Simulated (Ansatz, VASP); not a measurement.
# CsPbCl3 in VASP and in Ansatz

File INCAR:

```
SYSTEM = CsPbCl3
PREC = Accurate
ENCUT = 520
EDIFF = 1E-7
ISMEAR = 0
SIGMA = 0.05
LREAL = .FALSE.
LASPH = .TRUE.
NELM = 100
ALGO = Normal
ISIF = 2
LWAVE = .FALSE.
LCHARG = .TRUE.
GGA = PE
LELF = .TRUE.
LVHAR = .TRUE.
NBANDS = 30
```

File KPOINTS:

```
regular mesh
0
G
  6 6 6
  0 0 0
```

POSCAR

```
CsPbCl3
1.0
    5.2745069419      0.0000000000      0.0000000000
    0.0000000000      5.2745069419      0.0000000000
    0.0000000000      0.0000000000      6.3294083303
Cs Pb Cl
1 1 3
Direct
    0.0000000000      0.0000000000      0.0000000000
    0.5000000000      0.5000000000      0.5000000000
    0.0000000000      0.5000000000      0.5000000000
    0.5000000000      0.0000000000      0.5000000000
    0.5000000000      0.5000000000      0.0000000000
```

Input for Ansatz:

```yaml
crystal:
  lattice:
    - [5.2745069419, 0.0, 0.0]
    - [0.0, 5.2745069419, 0.0]
    - [0.0, 0.0, 6.3294083303]
  atoms:
    - { symbol: Cs, position: [0.0, 0.0, 0.0] }
    - { symbol: Pb, position: [0.5, 0.5, 0.5] }
    - { symbol: Cl, position: [0.0, 0.5, 0.5] }
    - { symbol: Cl, position: [0.5, 0.0, 0.5] }
    - { symbol: Cl, position: [0.5, 0.5, 0.0] }
basis:
  ecutwfc: 420
kpoints:
  mp_grid: { grid: [6, 6, 6] }
hamiltonian:
  xc: pbe
scf:
  occupations: { method: gaussian, width: 0.05 }
output:
  forces: true
  stress: true
  eigenvalues: true
```

Alike in both runs: task single point; functional PBE; k mesh 6 × 6 × 6; occupations gaussian, width 0.05 eV; no spin polarisation.

|  | VASP | Ansatz |
| --- | --- | --- |
| version | VASP 6.6.1 | Ansatz 0.2.0 |
| potentials or method | VASP PAW PBE potentials, release 64 (Cs_sv, Pb_d, Cl), cutoff 520 eV | scalar-relativistic, plane waves, PAW |
| valence electrons in the cell | 44 | 44 |

```tsv
	VASP	Ansatz	Ansatz less VASP
gap on the k mesh at the Fermi level (eV)	0.80	0.79	-0.005
least direct gap on the mesh (eV)	0.80	0.79	-0.005
pressure (GPa)	3.6	3.6	+0.05
traceless stress, the component that is largest in VASP (GPa)	-5.53	-5.53	+0.002
```

With one functional, cell and mesh, what is left measures potentials, basis and numerics.

Neither program's run includes spin-orbit coupling.
